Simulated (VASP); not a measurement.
Write the native input for VASP 6.6.1 that does the following.

```yaml
Task: single point
Functional: PBEsol
Potentials_or_basis: VASP PAW PBE potentials, release 64 (Se)
Cutoff: 520 eV
k_mesh: 16 × 16 × 10
Occupations: gaussian, width 0.1 eV
Spin: no spin polarisation
Dipole_correction: no
Further_INCAR_settings: ALGO = Normal; EDIFF = 1e-06; NBANDS = 13
```

The structure of Se lies in POSCAR:

```
Se
1.0
    1.3279719186     -4.1617480590      0.0000000000
    1.3279719186      4.1617480590      0.0000000000
    0.0000000000      0.0000000000      4.2827406372
Se
2
Direct
    0.9393691080      0.0606308920      0.2500000000
    0.0606308920      0.9393691080      0.7500000000
```

This cell differs from its parent crystal: strained and its atoms moved.

The input as run:

INCAR

```
ALGO     = Normal         # electronic algorithm
EDIFF    = 1E-6           # SCF threshold, eV
ENCUT    = 520            # plane-wave cutoff, eV
GGA      = PS             # functional
ISIF     = 2              # what is computed and relaxed
ISMEAR   = 0              # smearing method
LASPH    = True           # aspherical terms in the spheres
LCHARG   = False          # write CHGCAR
LREAL    = False          # projectors in reciprocal space
LWAVE    = False          # write WAVECAR
NBANDS   = 13             # bands
NELM     = 100            # most SCF steps
PREC     = Accurate       # precision mode
SIGMA    = 0.1            # smearing width, eV
```

KPOINTS

```
k-points
0
Gamma
  16 16 10
```

Potentials or basis: VASP PAW PBE potentials, release 64 (Se).

Command:

```bash
$ cat potpaw_PBE.64/Se/POTCAR > POTCAR
$ mpirun -np 1 vasp_std > vasp.out
```

Results of the run:

```yaml
Pressure: 12.5 GPa
Largest_force: 0.926 eV/Å
Band_gap_on_the_k_mesh: zero (band 6 reaches 7.03 eV, above the bottom of band 7 at 2.71 eV)
```

Caveat: the cell differs from its parent crystal (strained and its atoms moved); the PAW data sets were made with another functional, which shifts forces and pressure a little.

Wall time 68 s on 1 thread of Intel(R) Xeon(R) 6975P-C (Granite Rapids), on a shared host, peak memory 0.34 GiB.
